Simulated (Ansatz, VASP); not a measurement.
Si3N4: VASP beside Ansatz

INCAR

```
ALGO = Normal
EDIFF = 1E-6
EDIFFG = -0.04
ENCUT = 600
GGA = PE
IBRION = 2
ISIF = 3
ISMEAR = 0
LASPH = T
LCHARG = F
LREAL = F
LWAVE = F
NELM = 80
NSW = 90
PREC = Accurate
SIGMA = 0.1
```

The input KPOINTS:

```
k-points
0
Gamma
  4 4 6
```

Contents of POSCAR:

```
Si3N4
1.0
    3.2542279100     -4.4670753600      0.0000000000
    3.2542279100      4.4670753600      0.0000000000
    0.0000000000      0.0000000000      3.1180597600
Si N
3 4
Direct
    0.5000000000      0.0000000000      0.5000000000
    0.0000000000      0.5000000000      0.5000000000
    0.0000000000      0.0000000000      0.0000000000
    0.7937246600      0.7937246600      0.5000000000
    0.2062753400      0.2062753400      0.5000000000
    0.2277248000      0.7722752000      0.0000000000
    0.7722752000      0.2277248000      0.0000000000
```

Input for Ansatz:

```yaml
crystal:
  lattice:
    - [3.25422791, -4.46707536, 0.0]
    - [3.25422791, 4.46707536, 0.0]
    - [0.0, 0.0, 3.11805976]
  atoms:
    - { symbol: Si, position: [0.5, 0.0, 0.5] }
    - { symbol: Si, position: [0.0, 0.5, 0.5] }
    - { symbol: Si, position: [0.0, 0.0, 0.0] }
    - { symbol: "N", position: [0.79372466, 0.79372466, 0.5] }
    - { symbol: "N", position: [0.20627534, 0.20627534, 0.5] }
    - { symbol: "N", position: [0.2277248, 0.7722752, 0.0] }
    - { symbol: "N", position: [0.7722752, 0.2277248, 0.0] }
basis:
  ecutwfc: 420
kpoints:
  mp_grid: { grid: [4, 4, 6] }
hamiltonian:
  xc: pbe
scf:
  occupations: { method: gaussian, width: 0.1 }
  lower_state_search: "off"
output:
  forces: true
  stress: true
  eigenvalues: true
relax:
  adjacent_minimum: "off"
  f_tol: 0.04
  max_steps: 70
  cell: { stress_tol: 0.4 }
```

Change from the starting cell: species swapped into the Ni3O4 type (Cmmm, No. 65).

Alike in both runs: task relaxation of cell and atoms; functional PBE; k mesh 4 × 4 × 6; occupations gaussian, width 0.1 eV; no spin polarisation.

```csv
,VASP,Ansatz
version,VASP 6.6.1,Ansatz 0.2.0
potentials or method,"VASP PAW PBE potentials, release 64 (Si, N), cutoff 600 eV","scalar-relativistic, plane waves, PAW"
valence electrons in the cell,32,32
```

Ansatz gave:

```
gap on the k mesh at the Fermi level, each at its own relaxed structure (eV) : 0.82
relaxed volume (Å³/atom)                                                     : 8.39
relaxed cell length with the largest relative difference (Å)                 : 4.659
```

Task: What did VASP give for the same quantities?

Result: gap on the k mesh at the Fermi level, each at its own relaxed structure (eV): 0.80; relaxed volume (Å³/atom): 8.40; relaxed cell length with the largest relative difference (Å): 4.661.

Noted on VASP's run: the volume moved by over 15 % at a fixed basis, so the end points are rough.
